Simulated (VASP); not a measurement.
# PbO2 (P4_2/mnm) in VASP: settings compared, part 2 of 2

VASP 6.6.1. Earlier steps stand in the parts before.

## (3) Relaxation of cell and atoms, PBEsol

This run uses another cell than the first one, of 14.18 Å³/atom.

INCAR

```
SYSTEM = PbO2
ALGO = Normal ; EDIFF = 1E-7
EDIFFG = -0.01 ; ENCUT = 600
GGA = PS ; IBRION = 2
ISIF = 3 ; ISMEAR = -1
LASPH = .True. ; LCHARG = .False.
LREAL = .False. ; LWAVE = .False.
NELM = 60 ; NSW = 60
PREC = Accurate ; SIGMA = 0.05
```

KPOINTS

```
k-points
0
Gamma
  5 5 6
  0 0 0
```

POSCAR

```
PbO2
1.0
    4.9949598700      0.0000000000      0.0000000000
    0.0000000000      4.9949598700      0.0000000000
    0.0000000000      0.0000000000      3.4090009600
Pb O
2 4
Direct
    0.5000000000      0.5000000000      0.5000000000
    0.0000000000      0.0000000000      0.0000000000
    0.6925710400      0.6925710400      0.0000000000
    0.8074289600      0.1925710400      0.5000000000
    0.1925710400      0.8074289600      0.5000000000
    0.3074289600      0.3074289600      0.0000000000
```

Potentials or basis: VASP PAW PBE potentials, release 64 (Pb_d, O).

On the command line:

```sh
$ cat potpaw_PBE.64/Pb_d/POTCAR potpaw_PBE.64/O/POTCAR > POTCAR
$ mpirun -np 1 vasp_std > vasp.out
```

OUTCAR:

```text
SYSTEM = PbO2
   EDIFF = 1E-7
   EDIFFG = -0.01
   ENCUT = 600
   GGA = PS
   IBRION = 2
   ISIF = 3
   ISMEAR = -1
   LASPH = .True.
   LREAL = .False.
   NELM = 60
   NSW = 60
   PREC = Accurate

 ion  position               nearest neighbor table
   1  0.500  0.500  0.500-   4 2.17   5 2.17   3 2.18   6 2.18   3 2.18   6 2.18   2 3.92   2 3.92
                             2 3.92   2 3.92   2 3.92   2 3.92   2 3.92   2 3.92
   2  0.000  0.000  0.000-   3 2.17   6 2.17   5 2.18   4 2.18   4 2.18   5 2.18   1 3.92   1 3.92
                             1 3.92   1 3.92   1 3.92   1 3.92   1 3.92   1 3.92
   3  0.693  0.693  0.000-   2 2.17   1 2.18   1 2.18
   4  0.807  0.193  0.500-   1 2.17   2 2.18   2 2.18
   5  0.193  0.807  0.500-   1 2.17   2 2.18   2 2.18
   6  0.307  0.307  0.000-   2 2.17   1 2.18   1 2.18

  LATTYP: Found a simple tetragonal cell.
 ALAT       =     4.9949598700
 C/A-ratio  =     0.6824881578

  Lattice vectors:

 A1 = (   4.9949598700,   0.0000000000,   0.0000000000)
 A2 = (   0.0000000000,   4.9949598700,   0.0000000000)
 A3 = (   0.0000000000,   0.0000000000,   3.4090009600)

Analysis of symmetry for initial positions (statically):
=====================================================================
 Subroutine PRICEL returns:
 Original cell was already a primitive cell.

 Routine SETGRP: Setting up the symmetry group for a
 simple tetragonal supercell.

 Subroutine GETGRP returns: Found 16 space group operations
 (whereof  8 operations were pure point group operations)
 out of a pool of 16 trial point group operations.

The static configuration has the point symmetry D_2h.
 The point group associated with its full space group is D_4h.

Analysis of symmetry for dynamics (positions and initial velocities):
=====================================================================
 Subroutine PRICEL returns:
 Original cell was already a primitive cell.

 Routine SETGRP: Setting up the symmetry group for a
 simple tetragonal supercell.

 Subroutine GETGRP returns: Found 16 space group operations
 (whereof  8 operations were pure point group operations)
 out of a pool of 16 trial point group operations.

The dynamic configuration has the point symmetry D_2h.
 The point group associated with its full space group is D_4h.

 Subroutine INISYM returns: Found 16 space group operations
 (whereof  8 operations are pure point group operations),
 and found     1 'primitive' translations

----------------------------------------------------------------------------------------

                                     Primitive cell

  volume of cell :      85.0533

  direct lattice vectors                    reciprocal lattice vectors
     4.994959870  0.000000000  0.000000000     0.200201809  0.000000000  0.000000000
     0.000000000  4.994959870  0.000000000     0.000000000  0.200201809  0.000000000
     0.000000000  0.000000000  3.409000960     0.000000000  0.000000000  0.293341073

  length of vectors
     4.994959870  4.994959870  3.409000960     0.200201809  0.200201809  0.293341073

  position of ions in fractional coordinates (direct lattice)
     0.500000000  0.500000000  0.500000000
     0.000000000  0.000000000  0.000000000
     0.692571040  0.692571040  0.000000000
     0.807428960  0.192571040  0.500000000
     0.192571040  0.807428960  0.500000000
     0.307428960  0.307428960  0.000000000

  ion indices of the primitive-cell ions
   primitive index   ion index
                 1           1
                 2           2
                 3           3
                 4           4
                 5           5
                 6           6

----------------------------------------------------------------------------------------

 KPOINTS: k-points

Automatic generation of k-mesh.
 Grid dimensions read from file:
 generate k-points for:    5    5    6

 Generating k-lattice:

  Cartesian coordinates                     Fractional coordinates (reciprocal lattice)
     0.040040362  0.000000000  0.000000000     0.200000000  0.000000000  0.000000000
     0.000000000  0.040040362  0.000000000     0.000000000  0.200000000  0.000000000
     0.000000000  0.000000000  0.048890179     0.000000000  0.000000000  0.166666667

  Length of vectors
     0.040040362  0.040040362  0.048890179

  Shift w.r.t. Gamma in fractional coordinates (k-lattice)
     0.000000000  0.000000000  0.000000000

 Subroutine IBZKPT returns following result:
 ===========================================

 Found     24 irreducible k-points:

 Following reciprocal coordinates:
            Coordinates               Weight
  0.000000  0.000000  0.000000      1.000000
  0.200000  0.000000  0.000000      4.000000
  0.400000  0.000000  0.000000      4.000000
  0.200000  0.200000  0.000000      4.000000
  0.400000  0.200000  0.000000      8.000000
  0.400000  0.400000  0.000000      4.000000
[... 16 lines left out ...]
  0.400000  0.200000  0.500000      8.000000
  0.400000  0.400000  0.500000      4.000000
   k-points           NKPTS =     24   k-points in BZ     NKDIM =     24   number of bands    NBANDS=     31
   number of dos      NEDOS =    301   number of ions     NIONS =      6
   total plane-waves  NPLWV =  44800
   dimension x,y,z NGX =    40 NGY =   40 NGZ =   28
   dimension x,y,z NGXF=    80 NGYF=   80 NGZF=   56
   ions per type =               2   4
   NGX,Y,Z   is equivalent  to a cutoff of  13.31, 13.31, 13.65 a.u.
   NGXF,Y,Z  is equivalent  to a cutoff of  26.63, 26.63, 27.31 a.u.
 SYSTEM =  PbO2
   PREC   = accura    normal or accurate (medium, high low for compatibility)
   ISTART =      0    job   : 0-new  1-cont  2-samecut
   ICHARG =      2    charge: 1-file 2-atom 10-const
   ISPIN  =      1    spin polarized calculation?
   LNONCOLLINEAR =      F non collinear calculations
   LSORBIT =      F    spin-orbit coupling
   LASPH  =      T    aspherical Exc in radial PAW
   ENCUT  =  600.0 eV  44.10 Ry    6.64 a.u.   9.98  9.98  6.81*2*pi/ulx,y,z
   NELM   =     60;   NELMIN=  2; NELMDL= -5     # of ELM steps
   EDIFF  = 0.1E-06   stopping-criterion for ELM
   LREAL  =      F    real-space projection
   EDIFFG = -.1E-01   stopping-criterion for IOM
   NSW    =     60    number of steps for IOM
   IBRION =      2    ionic relax: 0-MD 1-quasi-New 2-CG
   NFREE  =      1    steps in history (QN), initial steepest desc. (CG)
   ISIF   =      3    stress and relaxation
   ISYM   =      2    0-nonsym 1-usesym 2-fastsym
   POTIM  = 0.5000    time-step for ionic-motion
   TEBEG  =    0.0;   TEEND  =   0.0 temperature during run
   PSTRESS=    0.0 pullay stress
   NELECT =      52.0000    total number of electrons
   NUPDOWN=      -1.0000    fix difference up-down
   EMIN   =  10.00;   EMAX   =-10.00  energy-range for DOS
   EFERMI =   0.00;   METHOD = LEGACY
   ISMEAR =    -1;   SIGMA  =   0.05  broadening in eV -4-tet -1-fermi 0-gaus
   EFERMI_NEDOS =   21; number of points for ismear=-14 and -15
   IALGO  =     38    algorithm
   IMIX   =      4    mixing-type and parameters
     AMIX     =   0.40;   BMIX     =  1.00
     AMIX_MAG =   1.60;   BMIX_MAG =  1.00
  volume/ion in A,a.u.               =      14.18        95.66
  Fermi-wavevector in a.u.,A,eV,Ry     =   1.389458  2.625696 26.267337  1.930595
  Thomas-Fermi vector in A             =   2.513487
   LORBIT       =      0    0 simple, 1 ext, 2 COOP (PROOUT), +10 PAW based schemes
   GGA     = PS    functional components
   LHFCALC =     F    Hartree Fock is set to
   AEXX    =    0.0000 exact exchange contribution
   IVDW    =     0    specifies the selected vdW correction
   LEPSILON=     F    determine dielectric tensor
   LRPA    =     F    only Hartree local field effects (RPA)
 conjugate gradient relaxation of ions
 non-spin polarized calculation
  energy-cutoff  :      600.00
  volume of cell :       85.05
 maximum number of plane-waves:      2858
 NGX is ok and might be reduce to    40
   NGX = 19   NGY = 19   NGZ = 13

--------------------------------------- Ionic step        1  -------------------------------------------

 number of electron      52.0000009 magnetization

 Free energy of the ion-electron system (eV)
  ---------------------------------------------------
  ext. energy  EPLUGINS =         0.00000000
  ---------------------------------------------------
  free energy    TOTEN  =       -34.07708376 eV

  energy without entropy =      -34.07444510  energy(sigma->0) =      -34.07576443

------------------------ aborting loop because EDIFF is reached ----------------------------------------

  FORCE on cell =-STRESS in cart. coord.  units (eV):
  Direction    XX          YY          ZZ          XY          YZ          ZX
  --------------------------------------------------------------------------------------
  -------------------------------------------------------------------------------------
  Total        0.1480172      0.1480172      0.2524359     -0.0000000      0.0000000      0.0000000
  in kB        2.7882491      2.7882491      4.7552199     -0.0000000      0.0000000      0.0000000
  external PRESSURE =       3.4439060 kB  Pullay stress =       0.0000000 kB
[... 145 lines left out ...]
  energy  without entropy=      -34.0745765141  energy(sigma->0) =      -34.07594946

--------------------------------------- Ionic step        5  -------------------------------------------

 number of electron      52.0000007 magnetization

 Free energy of the ion-electron system (eV)
  ---------------------------------------------------
  ext. energy  EPLUGINS =         0.00000000
  ---------------------------------------------------
  free energy    TOTEN  =       -34.07734314 eV

  energy without entropy =      -34.07460574  energy(sigma->0) =      -34.07597444

 E-fermi :   4.1015     XC(G=0): -10.8646

 val. band max:        3.9616021384   @ k =   0.2000   0.0000   0.0000
 cond. band min:       4.1239847862   @ k =   0.0000   0.0000   0.0000
 fundamental gap:      0.1623826479
 Fermi energy:         4.1014683742

 k-point     1 :       0.0000    0.0000    0.0000
  band No.  band energies     occupation
      1     -14.1679      2.00000
      2     -14.0528      2.00000
      3     -12.3830      2.00000
      4     -12.3830      2.00000
      5     -11.4641      2.00000
      6     -11.2659      2.00000
[... 838 lines left out ...]
  FREE ENERGIE OF THE ION-ELECTRON SYSTEM (eV)
  ---------------------------------------------------
  free  energy   TOTEN  =       -34.0773431352 eV

  energy  without entropy=      -34.0746057392  energy(sigma->0) =      -34.07597444

 reached required accuracy - stopping structural energy minimisation
```

Run time: 4.2 min. Hardware: 1 thread of Intel Xeon 8259CL, shared host; peak memory 0.25 GiB.

Results:

- Free energy: -34.0773 eV
- Relaxed volume: 14.21 Å³/atom
- Relaxed cell: a = 4.998 Å, b = 4.998 Å, c = 3.413 Å, α = 90.00°, β = 90.00°, γ = 90.00°
- Space group after relaxing (to 0.1 Å): P4_2/mnm (No. 136)
- Energy gained by relaxing: 0.0 meV/atom
- Ionic steps: 5
- Pressure after relaxing: 0.0 GPa
- Largest force after relaxing: 0.004 eV/Å
- Band gap on the k mesh: 0.16 eV (least direct gap 0.29 eV)

Forces on the atoms (eV/Å):
```
Pb   0.000  0.000  0.000
Pb   0.000  0.000  0.000
O   -0.003 -0.003  0.000
O    0.003 -0.003  0.000
O   -0.003  0.003  0.000
O    0.003  0.003  0.000
```

The path:
| step | energy change (eV) | largest force (eV/Å) | pressure (GPa) | volume (Å³) |
| --- | --- | --- | --- | --- |
| 1 | 0.0000 | 0.0100 | 0.34 | 85.05 |
| 2 | -0.0001 | 0.0143 | -0.30 | 85.43 |
| 3 | -0.0002 | 0.0124 | -0.02 | 85.26 |
| 4 | -0.0002 | 0.0124 | -0.01 | 85.26 |
| 5 | -0.0003 | 0.0040 | 0.00 | 85.25 |

Final structure:
```xyz
6
Lattice="4.9978 0.0000 0.0000 0.0000 4.9978 0.0000 0.0000 0.0000 3.4131" Properties=species:S:1:pos:R:3 pbc="T T T"
Pb    2.4989    2.4989    1.7065
Pb    4.9978    4.9978    0.0000
O     3.4608    3.4608    0.0000
O     4.0360    0.9619    1.7065
O     0.9619    4.0360    1.7065
O     1.5371    1.5371    0.0000
```

Caveat: the PAW data sets were made with another functional, which shifts forces and pressure a little; spin-orbit coupling is left out, which moves the levels of the heavy elements; an odd mesh through Γ misses points on the zone boundary, where band edges can lie.

## (4) Relaxation of cell and atoms, RPBE

This run uses another cell than the first one, of 14.18 Å³/atom.

INCAR

```
SYSTEM = PbO2
PREC = Accurate
ENCUT = 600
EDIFF = 1E-6
ISMEAR = -1
SIGMA = 0.05
LREAL = .False.
LASPH = .True.
NELM = 80
ALGO = Normal
ISIF = 3
LWAVE = .False.
LCHARG = .False.
GGA = RP
IBRION = 2
NSW = 60
EDIFFG = -0.01
```

KPOINTS

```
Automatic mesh
0
Gamma
  5 5 6
  0 0 0
```

POSCAR is that of step 3.

On the command line:

```sh
$ cat potpaw_PBE.64/Pb_d/POTCAR potpaw_PBE.64/O/POTCAR > POTCAR
$ mpirun -np 1 vasp_std > vasp.out
```

Run time: 9.4 min. Hardware: 1 thread of Intel Xeon 8259CL, shared host; peak memory 0.25 GiB.

It converged, with:

| Quantity | Value |
| --- | --- |
| Free energy | -29.6392 eV |
| Relaxed volume | 15.32 Å³/atom |
| Relaxed cell | a = 5.157 Å, b = 5.157 Å, c = 3.455 Å, α = 90.00°, β = 90.00°, γ = 90.00° |
| Space group after relaxing (to 0.1 Å) | P4_2/mnm (No. 136) |
| Energy gained by relaxing | 29.7 meV/atom |
| Ionic steps | 8 |
| Pressure after relaxing | 0.0 GPa |
| Band gap on the k mesh | 0.11 eV (least direct gap 0.14 eV) |

The path:
```tsv
step	energy change (eV)	largest force (eV/Å)	pressure (GPa)	volume (Å³)
1	0.0000	0.0720	9.37	85.05
2	-0.1026	0.1835	-4.49	95.67
3	-0.1694	0.1012	0.08	91.27
4	-0.1744	0.0515	0.07	91.47
5	-0.1779	0.0385	0.09	91.83
6	-0.1782	0.0103	-0.09	92.00
7	-0.1782	0.0066	-0.10	92.02
8	-0.1783	0.0003	0.04	91.90
```

Final structure:
```
Pb O
1.0
     5.15720    0.00000    0.00000
     0.00000    5.15720    0.00000
     0.00000    0.00000    3.45521
Pb O
2 4
Direct
  0.50000 0.50000 0.50000
  0.00000 0.00000 0.00000
  0.69153 0.69153 0.00000
  0.80847 0.19153 0.50000
  0.19153 0.80847 0.50000
  0.30847 0.30847 0.00000
```

Levels at points of the mesh, in eV from the valence-band top:
```csv
k point,band 22,band 23,band 24,band 25,band 26,band 27,band 28,band 29,band 30,band 31
"(0.00, 0.00, 0.00)",-0.68,-0.58,-0.58,-0.47,-0.47,0.14,3.75,5.86,5.86,9.71
"(0.00, 0.00, 0.50)",-1.81,-0.87,-0.87,-0.63,-0.63,3.23,3.23,8.58,8.58,9.54
```

Caveat: the PAW data sets were made with another functional, which shifts forces and pressure a little; spin-orbit coupling is left out, which moves the levels of the heavy elements; an odd mesh through Γ misses points on the zone boundary, where band edges can lie.

## (5) Single point, PBEsol (15.03 Å³/atom)

This run uses another cell than the first one, of 15.03 Å³/atom.

INCAR

```
PREC = Accurate ; ENCUT = 520
EDIFF = 1E-6 ; ISMEAR = -1
SIGMA = 0.05 ; LREAL = F
LASPH = T ; NELM = 100
ALGO = Normal ; ISIF = 2
LWAVE = F ; LCHARG = F
GGA = PS ; NBANDS = 35
```

KPOINTS

```
Automatic mesh
0
Gamma
  6 6 8
```

Edit POSCAR of step 4 so:

```diff
@@ -2,5 +2,5 @@
 1.0
-    4.9949598700      0.0000000000      0.0000000000
-    0.0000000000      4.9949598700      0.0000000000
-    0.0000000000      0.0000000000      3.4090009600
+    5.0929251309      0.0000000000      0.0000000000
+    0.0000000000      5.0929251309      0.0000000000
+    0.0000000000      0.0000000000      3.4758610905
 Pb O
```

On the command line:

```sh
$ cat potpaw_PBE.64/Pb_d/POTCAR potpaw_PBE.64/O/POTCAR > POTCAR
$ mpirun -np 1 vasp_std > vasp.out
```

Run time: 3.6 min. Hardware: 1 thread of Intel Xeon 8259CL, shared host; peak memory 0.27 GiB.

Results (log left out):

```yaml
Free_energy: -33.9696 eV
Pressure: -6.7 GPa
Largest_force: 0.129 eV/Å
```

Forces on the atoms (eV/Å):
```
Pb   0.000  0.000  0.000
Pb   0.000  0.000  0.000
O   -0.091 -0.091  0.000
O    0.091 -0.091  0.000
O   -0.091  0.091  0.000
O    0.091  0.091  0.000
```

Stress tensor (GPa, compression positive):
```
-5.98  0.00  0.00
 0.00 -5.98  0.00
 0.00  0.00 -8.02
```

Levels at points of the mesh, in eV from the Fermi level:
```tsv
k point	band 23	band 24	band 25	band 26	band 27	band 28	band 29	band 30
(0.00, 0.00, 0.00)	-0.70	-0.70	-0.56	-0.56	0.08	3.65	5.47	5.47
(0.50, 0.00, 0.00)	-0.72	-0.72	-0.37	-0.37	1.91	1.91	6.07	6.07
(0.50, 0.50, 0.00)	-0.75	-0.75	-0.46	-0.46	2.28	2.28	6.28	6.28
(0.00, 0.00, 0.50)	-1.03	-1.03	-0.74	-0.74	3.18	3.18	8.33	8.33
(0.50, 0.00, 0.50)	-0.71	-0.71	-0.32	-0.32	3.46	3.46	6.77	6.77
(0.50, 0.50, 0.50)	-0.64	-0.64	-0.48	-0.48	2.31	2.31	7.89	7.89
```

Caveat: the cell stands under tension; the PAW data sets were made with another functional, which shifts forces and pressure a little; spin-orbit coupling is left out, which moves the levels of the heavy elements.

## (6) Single point, PBEsol (13.89 Å³/atom)

This run uses another cell than the first one, of 13.89 Å³/atom.

INCAR

```
SYSTEM = PbO2
PREC = Accurate
ENCUT = 520
EDIFF = 1E-6
ISMEAR = -1
SIGMA = 0.05
LREAL = .FALSE.
LASPH = .TRUE.
NELM = 60
ALGO = Normal
ISIF = 2
LWAVE = .FALSE.
LCHARG = .FALSE.
GGA = PS
NBANDS = 35
```

KPOINTS

```
Automatic mesh
0
G
  6 6 8
  0 0 0
```

Edit POSCAR of step 5 so:

```diff
@@ -2,5 +2,5 @@
 1.0
-    5.0929251309      0.0000000000      0.0000000000
-    0.0000000000      5.0929251309      0.0000000000
-    0.0000000000      0.0000000000      3.4758610905
+    4.9614356393      0.0000000000      0.0000000000
+    0.0000000000      4.9614356393      0.0000000000
+    0.0000000000      0.0000000000      3.3861210695
 Pb O
```

Potentials or basis: VASP PAW PBE potentials, release 64 (Pb_d, O).

On the command line:

```sh
$ cat potpaw_PBE.64/Pb_d/POTCAR potpaw_PBE.64/O/POTCAR > POTCAR
$ mpirun -np 1 vasp_std > vasp.out
```

Run time: 3.6 min. Hardware: 1 thread of Intel Xeon 8259CL, shared host; peak memory 0.27 GiB.

The run converged. Its results:

```yaml
Free_energy: -34.0441 eV
Pressure: 3.5 GPa
Largest_force: 0.041 eV/Å
Band_gap_on_the_k_mesh: 0.11 eV (least direct gap 0.16 eV)
```

Forces on the atoms (eV/Å):
```
Pb   0.000  0.000  0.000
Pb   0.000  0.000  0.000
O    0.029  0.029  0.000
O   -0.029  0.029  0.000
O    0.029 -0.029  0.000
O   -0.029 -0.029  0.000
```

Stress tensor (GPa, compression positive):
```
3.09 0.00 0.00
0.00 3.09 0.00
0.00 0.00 4.26
```

Levels at points of the mesh, in eV from the valence-band top:
```
           k point  band 24  band 25  band 26  band 27  band 28  band 29
(0.00, 0.00, 0.00)    -0.58    -0.57    -0.57     0.11     4.38     5.84
(0.50, 0.00, 0.00)    -0.61    -0.37    -0.37     2.54     2.54     6.46
(0.50, 0.50, 0.00)    -0.63    -0.47    -0.47     2.96     2.96     6.77
(0.00, 0.00, 0.50)    -1.15    -0.79    -0.79     3.89     3.89     8.89
(0.50, 0.00, 0.50)    -0.79    -0.16    -0.16     4.21     4.21     7.34
(0.50, 0.50, 0.50)    -0.67    -0.52    -0.52     2.93     2.93     8.28
```

Caveat: the cell stands under pressure; the PAW data sets were made with another functional, which shifts forces and pressure a little; spin-orbit coupling is left out, which moves the levels of the heavy elements.

## (7) Summary

| task | level | cell | k mesh | cutoff (eV) | gap on the mesh (eV) | pressure (GPa) | relaxed volume (Å³/atom) | largest force (eV/Å) |
| --- | --- | --- | --- | --- | --- | --- | --- | --- |
| single point | RPBE | a = 5.158, b = 5.158, c = 3.453 Å, 6 atoms | 5 × 5 × 6 | 520 | 0.12 | 0.2 | - | 0.01 |
| relaxation of cell and atoms | PBEsol | relaxed from a = 4.995, b = 4.995, c = 3.409 Å, 6 atoms | 5 × 5 × 6 | 600 | 0.16 | 0.0 | 14.21 | - |
| relaxation of cell and atoms | RPBE | relaxed from a = 4.995, b = 4.995, c = 3.409 Å, 6 atoms | 5 × 5 × 6 | 600 | 0.11 | 0.0 | 15.32 | - |
| single point | PBEsol | a = 5.093, b = 5.093, c = 3.476 Å, 6 atoms | 6 × 6 × 8 | 520 | - | -6.7 | - | 0.13 |
| single point | PBEsol | a = 4.961, b = 4.961, c = 3.386 Å, 6 atoms | 6 × 6 × 8 | 520 | 0.11 | 3.5 | - | 0.04 |

Alike in all rows: potentials or basis VASP PAW PBE potentials, release 64 (Pb_d, O); no spin polarisation; smearing fermi-dirac 0.05 eV.

Caveats: the PAW data sets were made with another functional, which shifts forces and pressure a little; spin-orbit coupling is left out, which moves the levels of the heavy elements; an odd mesh through Γ misses points on the zone boundary, where band edges can lie (at least some runs); the cell stands under tension (at least some runs); the cell stands under pressure (at least some runs).

Absolute energies hang on the potentials; compare differences alone.
